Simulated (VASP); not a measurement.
Si (a cell with a defect), 63 atoms in the cell. The cell holds a defect, 63 atoms: a = 10.860 Å, b = 10.860 Å, c = 10.860 Å, α = 90.00°, β = 90.00°, γ = 90.00°. 

```yaml
Program: VASP 6.6.1
Task: single point
Functional: LDA
Potentials_or_basis: VASP PAW LDA potentials, release 64 (Si)
Cutoff: 520 eV
k_mesh: 1 × 1 × 1
Occupations: fermi-dirac, width 0.02 eV
Spin: no spin polarisation
Dipole_correction: no
Charge: 2
Further_INCAR_settings: LREAL = Auto; ALGO = Normal; EDIFF = 1e-06; NBANDS = 163; NELECT = 250.0
```

Potentials or basis: VASP PAW LDA potentials, release 64 (Si).

Command:

```console
$ cat potpaw_LDA.64/Si/POTCAR > POTCAR
$ mpirun -np 1 vasp_gam > vasp.out
```

Hardware: 1 thread of Intel(R) Xeon(R) Platinum 8259CL CPU @ 2.50GHz (Skylake/Cascade Lake) (shared host).

Q: Estimate the wall time of this run.

A: It took 4.6 min on 1 thread of Intel(R) Xeon(R) Platinum 8259CL CPU @ 2.50GHz (Skylake/Cascade Lake), on a shared host, peak memory 0.68 GiB. Counts: scf iterations 15, k points 1.
